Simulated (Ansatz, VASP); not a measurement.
CdF2: VASP beside Ansatz

```
Cd F
1.0
     0.00000    2.72094    2.69400
     2.72094    0.00000    2.69400
     2.72094    2.72094    0.00000
Cd F
1 2
Direct
  0.00000 0.00000 0.00000
  0.25000 0.25000 0.25000
  0.75000 0.75000 0.75000
```

Change from the starting cell: equal xx and yy strain of +1 %.

Alike in both runs: task single point; functional LDA; k mesh 8 × 8 × 8; occupations fermi-dirac, width 0.02 eV; no spin polarisation.

```csv
,VASP,Ansatz
version,VASP 6.6.1,Ansatz 0.2.0
potentials or method,"VASP PAW LDA potentials, release 64 (Cd, F), cutoff 520 eV","all-electron LAPW, scalar-relativistic"
```

```tsv
	VASP	Ansatz	Ansatz less VASP
gap on the k mesh at the Fermi level (eV)	2.72	2.72	-0.001
pressure (GPa)	-6.7	-7.5	-0.84
traceless stress, the component that is largest in VASP (GPa)	0.73	0.74	+0.011
```

LDA's correlation is that of Perdew and Zunger in VASP and of Perdew and Wang (1992) in Ansatz. Ansatz ran all-electron here, and VASP with PAW potentials.
